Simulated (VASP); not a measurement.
# Mg3Co (Fm-3m) in VASP: relaxation of volume and atoms at fixed shape with PBE

Aim: the relaxation of volume and atoms at fixed shape of Mg3Co with PBE.

Everything below comes from runs of VASP 6.6.1. Logs are shortened: lines on timing, memory, paths and dates and some standing lists are left out, and cuts for length are marked.

### Step 1. The cell of the first run

The structure is cubic, space group Fm-3m (No. 225). Conventional cell: a = 6.508 Å, b = 6.508 Å, c = 6.508 Å, α = 90.00°, β = 90.00°, γ = 90.00°. Within 3.7 Å of Mg (site symmetry -43m) lie 10 Mg at 2.82 to 3.25 Å and 4 Co at 2.82 Å. Within 3.7 Å of Mg (site symmetry m-3m) lie 8 Mg at 2.82 Å and 6 Co at 3.25 Å. Co (site symmetry m-3m) has 14 Mg at 2.82 to 3.25 Å within 3.7 Å.

### Step 2. Relaxation of volume and atoms at fixed shape, PBE, collinear spin, ferromagnetic start

Input file INCAR:

```
PREC = Accurate
ENCUT = 600
EDIFF = 1E-6
ISMEAR = 0
SIGMA = 0.05
LREAL = False
LASPH = True
NELM = 150
ALGO = Normal
ISIF = 8
LWAVE = False
LCHARG = False
ISPIN = 2
MAGMOM = 0 0 0 2.5
LORBIT = 11
LMAXMIX = 4
GGA = PE
IBRION = 2
NSW = 60
EDIFFG = -0.03
```

Input file KPOINTS:

```
regular mesh
0
Gamma
  7 7 7
```

Input file POSCAR:

```
Mg3Co
1.0
    0.0000000000      3.2541780000      3.2541780000
    3.2541780000      0.0000000000      3.2541780000
    3.2541780000      3.2541780000      0.0000000000
Mg Co
3 1
Direct
    0.2500000000      0.2500000000      0.2500000000
    0.5000000000      0.5000000000      0.5000000000
    0.7500000000      0.7500000000      0.7500000000
    0.0000000000      0.0000000000      0.0000000000
```

Potentials or basis: VASP PAW PBE potentials, release 64 (Mg, Co).

Started as:

```console
cat potpaw_PBE.64/Mg/POTCAR potpaw_PBE.64/Co/POTCAR > POTCAR
mpirun -np 1 vasp_std > vasp.out
```

OUTCAR:

```text
PREC = Accurate
   ENCUT = 600
   EDIFF = 1E-6
   ISMEAR = 0
   LREAL = False
   LASPH = True
   NELM = 150
   ISIF = 8
   ISPIN = 2
   LORBIT = 11
   GGA = PE
   IBRION = 2
   NSW = 60
   EDIFFG = -0.03

 ion  position               nearest neighbor table
   1  0.250  0.250  0.250-   4 2.82   4 2.82   4 2.82   2 2.82   4 2.82   2 2.82   2 2.82   2 2.82
                             3 3.25   3 3.25   3 3.25   3 3.25   3 3.25   3 3.25
   2  0.500  0.500  0.500-   1 2.82   1 2.82   1 2.82   1 2.82   3 2.82   3 2.82   3 2.82   3 2.82
                             4 3.25   4 3.25   4 3.25   4 3.25   4 3.25   4 3.25
   3  0.750  0.750  0.750-   2 2.82   2 2.82   2 2.82   2 2.82   4 2.82   4 2.82   4 2.82   4 2.82
                             1 3.25   1 3.25   1 3.25   1 3.25   1 3.25   1 3.25
   4  0.000  0.000  0.000-   3 2.82   3 2.82   3 2.82   1 2.82   3 2.82   1 2.82   1 2.82   1 2.82
                             2 3.25   2 3.25   2 3.25   2 3.25   2 3.25   2 3.25

  LATTYP: Found a face centered cubic cell.
 ALAT       =     6.5083560000

  Lattice vectors:

 A1 = (   0.0000000000,   3.2541780000,   3.2541780000)
 A2 = (   3.2541780000,   0.0000000000,   3.2541780000)
 A3 = (   3.2541780000,   3.2541780000,   0.0000000000)

Analysis of symmetry for initial positions (statically):
=====================================================================
 Subroutine PRICEL returns:
 Original cell was already a primitive cell.

 Routine SETGRP: Setting up the symmetry group for a
 face centered cubic supercell.

 Subroutine GETGRP returns: Found 48 space group operations
 (whereof 48 operations were pure point group operations)
 out of a pool of 48 trial point group operations.

The static configuration has the point symmetry O_h .

Analysis of symmetry for dynamics (positions and initial velocities):
=====================================================================
 Subroutine PRICEL returns:
 Original cell was already a primitive cell.

 Routine SETGRP: Setting up the symmetry group for a
 face centered cubic supercell.

 Subroutine GETGRP returns: Found 48 space group operations
 (whereof 48 operations were pure point group operations)
 out of a pool of 48 trial point group operations.

The dynamic configuration has the point symmetry O_h .

Analysis of structural, dynamic, and magnetic symmetry:
=====================================================================
 Subroutine PRICEL returns:
 Original cell was already a primitive cell.

 Routine SETGRP: Setting up the symmetry group for a
 face centered cubic supercell.

 Subroutine GETGRP returns: Found 48 space group operations
 (whereof 48 operations were pure point group operations)
 out of a pool of 48 trial point group operations.

The overall configuration has the point symmetry O_h .

 Subroutine INISYM returns: Found 48 space group operations
 (whereof 48 operations are pure point group operations),
 and found     1 'primitive' translations

----------------------------------------------------------------------------------------

                                     Primitive cell

  volume of cell :      68.9214

  direct lattice vectors                    reciprocal lattice vectors
     0.000000000  3.254178000  3.254178000    -0.153648633  0.153648633  0.153648633
     3.254178000  0.000000000  3.254178000     0.153648633 -0.153648633  0.153648633
     3.254178000  3.254178000  0.000000000     0.153648633  0.153648633 -0.153648633

  length of vectors
     4.602102662  4.602102662  4.602102662     0.266127238  0.266127238  0.266127238

  position of ions in fractional coordinates (direct lattice)
     0.250000000  0.250000000  0.250000000
     0.500000000  0.500000000  0.500000000
     0.750000000  0.750000000  0.750000000
     0.000000000  0.000000000  0.000000000

  ion indices of the primitive-cell ions
   primitive index   ion index
                 1           1
                 2           2
                 3           3
                 4           4

----------------------------------------------------------------------------------------

 KPOINTS: regular mesh

Automatic generation of k-mesh.
 Grid dimensions read from file:
 generate k-points for:    7    7    7

 Generating k-lattice:

[... 58 lines left out ...]
   EDIFFG = -.3E-01   stopping-criterion for IOM
   NSW    =     60    number of steps for IOM
   IBRION =      2    ionic relax: 0-MD 1-quasi-New 2-CG
   NFREE  =      1    steps in history (QN), initial steepest desc. (CG)
   ISIF   =      8    stress and relaxation
   ISYM   =      2    0-nonsym 1-usesym 2-fastsym
   POTIM  = 0.5000    time-step for ionic-motion
   TEBEG  =    0.0;   TEEND  =   0.0 temperature during run
   PSTRESS=    0.0 pullay stress
   NELECT =      15.0000    total number of electrons
   NUPDOWN=      -1.0000    fix difference up-down
   EMIN   =  10.00;   EMAX   =-10.00  energy-range for DOS
   EFERMI =   0.00;   METHOD = LEGACY
   ISMEAR =     0;   SIGMA  =   0.05  broadening in eV -4-tet -1-fermi 0-gaus
   EFERMI_NEDOS =   21; number of points for ismear=-14 and -15
   IALGO  =     38    algorithm
   IMIX   =      4    mixing-type and parameters
     AMIX     =   0.40;   BMIX     =  1.00
     AMIX_MAG =   1.60;   BMIX_MAG =  1.00
  volume/ion in A,a.u.               =      17.23       116.28
  Fermi-wavevector in a.u.,A,eV,Ry     =   0.984738  1.860885 13.193686  0.969709
  Thomas-Fermi vector in A             =   2.115993
   LORBIT       =     11    0 simple, 1 ext, 2 COOP (PROOUT), +10 PAW based schemes
   GGA     = PE    functional components
   LHFCALC =     F    Hartree Fock is set to
   AEXX    =    0.0000 exact exchange contribution
   IVDW    =     0    specifies the selected vdW correction
   LEPSILON=     F    determine dielectric tensor
   LRPA    =     F    only Hartree local field effects (RPA)
 conjugate gradient relaxation of ions
 spin polarized calculation
 Gauss-broadening in eV      SIGMA  =   0.05
  energy-cutoff  :      600.00
  volume of cell :       68.92
 maximum number of plane-waves:      2309
 NGX is ok and might be reduce to    40
   NGX = 19   NGY = 19   NGZ = 19

 number of electron      15.0000003 magnetization       0.4963513

 Free energy of the ion-electron system (eV)
  ---------------------------------------------------
  ext. energy  EPLUGINS =         0.00000000
  ---------------------------------------------------
  free energy    TOTEN  =       -10.89596291 eV

  energy without entropy =      -10.89184855  energy(sigma->0) =      -10.89390573

 E-fermi :   4.1723     XC(G=0):  -9.7644

 val. band max:        4.1701769984   @ k =   0.2857   0.1429   0.0000
 cond. band min:       4.1823778007   @ k =  -0.4286   0.2857   0.1429
 fundamental gap:      0.0122008023
 Fermi energy:         4.1723340050

 spin component 1

 k-point     1 :       0.0000    0.0000    0.0000
  band No.  band energies     occupation
      1      -3.2803      1.00000
      2       2.7968      1.00000
      3       2.7968      1.00000
      4       2.7968      1.00000
      5       3.1080      1.00000
      6       3.1080      1.00000
      7       6.3649      0.00000
      8       6.3649      0.00000
      9       6.3649      0.00000
     10       7.7998      0.00000
     11       7.7998      0.00000
     12       7.7998      0.00000
[... 271 lines left out ...]
 k-point    20 :      -0.2857    0.4286    0.1429
  band No.  band energies     occupation
      1       0.3388      1.00000
      2       0.7141      1.00000
      3       0.8814      1.00000
      4       1.9845      1.00000
      5       3.1297      1.00000
      6       3.2828      1.00000
      7       3.4449      1.00000
      8       3.4528      1.00000
      9       3.9157      1.00000
     10       7.0234      0.00000
     11       8.7115      0.00000
     12       9.0500      0.00000
 Fermi energy:         4.1723340050

 spin component 2

 k-point     1 :       0.0000    0.0000    0.0000
  band No.  band energies     occupation
      1      -3.2916      1.00000
      2       3.1360      1.00000
      3       3.1360      1.00000
      4       3.1360      1.00000
      5       3.6465      1.00000
      6       3.6465      1.00000
      7       6.3625      0.00000
      8       6.3625      0.00000
      9       6.3625      0.00000
     10       7.8922      0.00000
     11       7.8922      0.00000
     12       7.8922      0.00000
[... 271 lines left out ...]
 k-point    20 :      -0.2857    0.4286    0.1429
  band No.  band energies     occupation
      1       0.3372      1.00000
      2       0.7507      1.00000
      3       0.8746      1.00000
      4       2.0674      1.00000
      5       3.5702      1.00000
      6       3.7039      1.00000
      7       3.8607      1.00000
      8       3.9063      1.00000
      9       4.3747      0.00000
     10       7.1128      0.00000
     11       8.7412      0.00000
     12       9.1000      0.00000

------------------------ aborting loop because EDIFF is reached ----------------------------------------

  FORCE on cell =-STRESS in cart. coord.  units (eV):
  Direction    XX          YY          ZZ          XY          YZ          ZX
  --------------------------------------------------------------------------------------
  -------------------------------------------------------------------------------------
  Total        0.0917728      0.0917728      0.0917728      0.0000000     -0.0000000      0.0000000
  in kB        2.1333920      2.1333920      2.1333920      0.0000000     -0.0000000      0.0000000
  external PRESSURE =       2.1333920 kB  Pullay stress =       0.0000000 kB

 VOLUME and BASIS-vectors are now :
 -----------------------------------------------------------------------------
  energy-cutoff  :      600.00
  volume of cell :       68.92
      direct lattice vectors                 reciprocal lattice vectors
     0.000000000  3.254178000  3.254178000    -0.153648633  0.153648633  0.153648633
     3.254178000  0.000000000  3.254178000     0.153648633 -0.153648633  0.153648633
     3.254178000  3.254178000  0.000000000     0.153648633  0.153648633 -0.153648633

 POSITION                                       TOTAL-FORCE (eV/Angst)
 -----------------------------------------------------------------------------------
      1.62709      1.62709      1.62709        -0.000000     -0.000000     -0.000000
      3.25418      3.25418      3.25418         0.000000      0.000000      0.000000
      4.88127      4.88127      4.88127        -0.000000      0.000000      0.000000
      0.00000      0.00000      0.00000         0.000000      0.000000      0.000000
 -----------------------------------------------------------------------------------
    total drift:                               -0.000000      0.000000     -0.000000

  FREE ENERGIE OF THE ION-ELECTRON SYSTEM (eV)
  ---------------------------------------------------
  free  energy   TOTEN  =       -10.8959629088 eV

  energy  without entropy=      -10.8918485481  energy(sigma->0) =      -10.89390573

 reached required accuracy - stopping structural energy minimisation

 total charge

# of ion       s       p       d       tot
------------------------------------------
    1        0.210   0.162   0.022   0.394
    2        0.212   0.163   0.019   0.393
    3        0.210   0.162   0.022   0.394
    4        0.403   0.236   7.373   8.011
--------------------------------------------------
tot          1.035   0.722   7.436   9.193

 magnetization (x)

# of ion       s       p       d       tot
------------------------------------------
    1       -0.003  -0.002  -0.001  -0.006
    2       -0.001  -0.003  -0.001  -0.005
    3       -0.003  -0.002  -0.001  -0.006
    4        0.004   0.012   0.539   0.556
--------------------------------------------------
tot         -0.003   0.004   0.537   0.539
```

Run time: 41 s. Hardware: 1 thread of Intel Xeon Platinum 8488C (Sapphire Rapids), shared host; peak memory 0.29 GiB.

What came out:

* Free energy: -10.8960 eV
* Pressure after relaxing: 0.2 GPa
* Net moment: 0.50 μB per cell
* Site moments: Mg -0.01; Co +0.56 μB
* Valence electrons inside the program's atomic spheres: Mg 0.39; Co 8.01

Final structure:
```
Mg Co
1.0
     0.00000    3.25418    3.25418
     3.25418    0.00000    3.25418
     3.25418    3.25418    0.00000
Mg Co
3 1
Direct
  0.25000 0.25000 0.25000
  0.50000 0.50000 0.50000
  0.75000 0.75000 0.75000
  0.00000 0.00000 0.00000
```

Caveat: the relaxation stopped at its first step, so nothing moved.
